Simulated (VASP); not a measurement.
ZrSi6:

```xyz
7
Lattice="5.6586 0.0000 0.0000 0.0000 5.6586 0.0000 0.0000 0.0000 5.6586" Properties=species:S:1:pos:R:3 pbc="T T T"
Zr    0.0000    0.0000    0.0000
Si    1.1167    2.8293    2.8293
Si    2.8293    1.1167    2.8293
Si    4.5419    2.8293    2.8293
Si    2.8293    4.5419    2.8293
Si    2.8293    2.8293    1.1167
Si    2.8293    2.8293    4.5419
```

| Quantity | Value |
| --- | --- |
| Program | VASP 6.6.1 |
| Task | relaxation of cell and atoms |
| Functional | PBE |
| Potentials or basis | VASP PAW PBE potentials, release 64 (Zr_sv, Si) |
| Cutoff | 600 eV |
| k mesh | 8 × 8 × 8 |
| Occupations | gaussian, width 0.1 eV |
| Spin | no spin polarisation |

At the start: pressure 1.1 GPa; volume 25.88 Å³/atom.

Question: Where does the relaxation end?

Answer: Over 5 steps the energy falls by 2.5 meV/atom and the volume is 26.58 Å³/atom (+2.7 %); space group Pm-3m (No. 221, to 0.05 Å).

Step by step:
```tsv
step	energy change (eV)	largest force (eV/Å)	pressure (GPa)	volume (Å³)
1	0.0000	0.0750	1.05	181.19
2	-0.0165	0.0757	0.03	185.69
3	-0.0166	0.0758	-0.06	186.08
4	-0.0170	0.0482	0.04	186.09
5	-0.0172	0.0002	0.00	186.09
```

Final structure:
```
CELL_PARAMETERS angstrom
5.70915 0.00000 0.00000
0.00000 5.70915 0.00000
0.00000 0.00000 5.70915
ATOMIC_POSITIONS crystal
Zr 0.00000 0.00000 0.00000
Si 0.19847 0.50000 0.50000
Si 0.50000 0.19847 0.50000
Si 0.80153 0.50000 0.50000
Si 0.50000 0.80153 0.50000
Si 0.50000 0.50000 0.19847
Si 0.50000 0.50000 0.80153
```
